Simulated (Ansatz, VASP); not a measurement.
## One calculation of Ti, two programs

```
Ti
1.0
     2.92687    0.00000    0.00000
    -1.46343    2.53474    0.00000
     0.00000    0.00000    4.68919
Ti
2
Direct
  0.33333 0.66667 0.25000
  0.66667 0.33333 0.75000
```

Alike in both runs: functional PBE; k mesh 6 × 6 × 4; occupations gaussian, width 0.1 eV; no spin polarisation.

Ansatz relaxed the structure, and its values are those at the end. VASP's run is a single point on that final structure, the one shown.

|  | VASP | Ansatz |
| --- | --- | --- |
| version | VASP 6.6.1 | Ansatz 0.2.0 |
| potentials or method | VASP PAW PBE potentials, release 64 (Ti_sv), cutoff 520 eV | scalar-relativistic, plane waves, PAW |
| valence electrons in the cell | 24 | 24 |

Ansatz gave:

| Item | Value |
| --- | --- |
| gap on the k mesh at the Fermi level (eV) | none |
| pressure (GPa) | 0.0 |

**Question.** What did VASP give for the same quantities?

**Answer.** gap on the k mesh at the Fermi level (eV): none; pressure (GPa): -0.5.

A gap of «none» marks a metal or a gap that the smearing closes. With one functional, cell and mesh, what is left measures potentials, basis and numerics.

The k mesh is coarse, so the values compare programs but aren't converged.
